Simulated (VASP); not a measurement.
Input of a VASP 6.6.1 run:

The input INCAR:

```
ALGO = Normal
EDIFF = 1E-6
ENCUT = 520
GGA = PE
ISIF = 2
ISMEAR = 0
LASPH = T
LCHARG = F
LREAL = F
LWAVE = F
NBANDS = 17
NELM = 80
PREC = Accurate
SIGMA = 0.05
```

The input KPOINTS:

```
k-points
0
Gamma
  8 8 8
```

Contents of POSCAR:

```
TePb
1.0
    0.0000000000      3.2270000000      3.2270000000
    3.2270000000      0.0000000000      3.2270000000
    3.2270000000      3.2270000000      0.0000000000
Te Pb
1 1
Direct
    0.5219122027      0.5000000000      0.5000000000
    0.0000000000      0.0000000000      0.0000000000
```

Potentials or basis: VASP PAW PBE potentials, release 64 (Te, Pb_d).

The run is started by

```console
$ cat potpaw_PBE.64/Te/POTCAR potpaw_PBE.64/Pb_d/POTCAR > POTCAR
$ mpirun -np 1 vasp_std > vasp.out
```

**Question.** Estimate the largest force.

**Answer.** 0.078 eV/Å.

**Question.** What does it give for the band gap on the k mesh?

**Answer.** 0.74 eV, direct.

Forces in eV/Å, atoms in the order of the input:
```
Te   0.000 -0.055 -0.055
Pb   0.000  0.055  0.055
```

Caveat: the cell differs from its parent crystal (all Te atoms moved -0.100 Å, as atom 1 towards its neighbour atom 1 (Te) at 4.564 Å); spin-orbit coupling is left out, which moves the levels of the heavy elements. A k mesh can miss the band edges.
